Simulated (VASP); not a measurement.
A run of VASP 6.6.1 is set up as follows.

INCAR

```
PREC = Accurate
ENCUT = 520
EDIFF = 1E-6
ISMEAR = -1
SIGMA = 0.15
LREAL = False
LASPH = True
NELM = 100
ALGO = Fast
ISIF = 2
LWAVE = False
LCHARG = False
GGA = PE
NBANDS = 32
```

Contents of KPOINTS:

```
regular mesh
0
Gamma
  10 10 10
```

File POSCAR:

```
Sc4Al
1.0
   -3.5479674424      3.5479674424      2.2354068828
    3.5479674424     -3.5479674424      2.2354068828
    3.5479674424      3.5479674424     -2.2354068828
Sc Al
4 1
Direct
    0.7998543595      0.3917417791      0.1915961386
    0.3917417791      0.2001456405      0.5918874196
    0.6082582209      0.7998543595      0.4081125804
    0.2001456405      0.6082582209      0.8084038614
    0.0000000000      0.0000000000      0.0000000000
```

Potentials or basis: VASP PAW PBE potentials, release 64 (Sc_sv, Al).

Command:

```sh
$ cat potpaw_PBE.64/Sc_sv/POTCAR potpaw_PBE.64/Al/POTCAR > POTCAR
$ mpirun -np 1 vasp_std > vasp.out
```

Question: What does it give for the band gap on the k mesh?

Answer: Zero (an odd number of electrons rules out a gap without spin polarisation).

Question: Estimate the pressure.

Answer: 0.0 GPa.
